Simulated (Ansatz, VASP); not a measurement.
# HfH2 in VASP and in Ansatz

```
CELL_PARAMETERS angstrom
-1.73900 1.73900 2.18050
1.73900 -1.73900 2.18050
1.73900 1.73900 -2.18050
ATOMIC_POSITIONS crystal
Hf 0.00000 0.00000 0.00000
H 0.77006 0.27006 0.50000
H 0.27006 0.77006 0.50000
```

Change from the starting cell: all H atoms moved +0.087 Å, as atom 2 along Cartesian [0 0 1].

Alike in both runs: task single point; functional PBEsol; k mesh 20 × 20 × 20; occupations gaussian, width 0.15 eV; no spin polarisation.

|  | VASP | Ansatz |
| --- | --- | --- |
| version | VASP 6.6.1 | Ansatz 0.2.0 |
| potentials or method | VASP PAW PBE potentials, release 64 (Hf_pv, H), cutoff 520 eV | scalar-relativistic, plane waves, PAW |
| valence electrons in the cell | 12 | 28 |

VASP gave:

- gap on the k mesh at the Fermi level (eV): none
- pressure (GPa): -5.4
- traceless stress, the component that is largest in VASP (GPa): -0.97
- rms of the force components (eV/Å): 0.324

Q: Which values does Ansatz return?

A: gap on the k mesh at the Fermi level (eV): none; pressure (GPa): -4.7; traceless stress, the component that is largest in VASP (GPa): -1.00; rms of the force components (eV/Å): 0.322.

VASP's potentials were made for PBE, not for PBEsol. Atom by atom the forces differ by 0.002 eV/Å (rms over components). A gap of «none» marks a metal or a gap that the smearing closes. VASP's potentials hold 12 valence electrons a cell and Ansatz's 28, so a difference there can come from the potentials and not from the codes.

Neither program's run includes spin-orbit coupling.
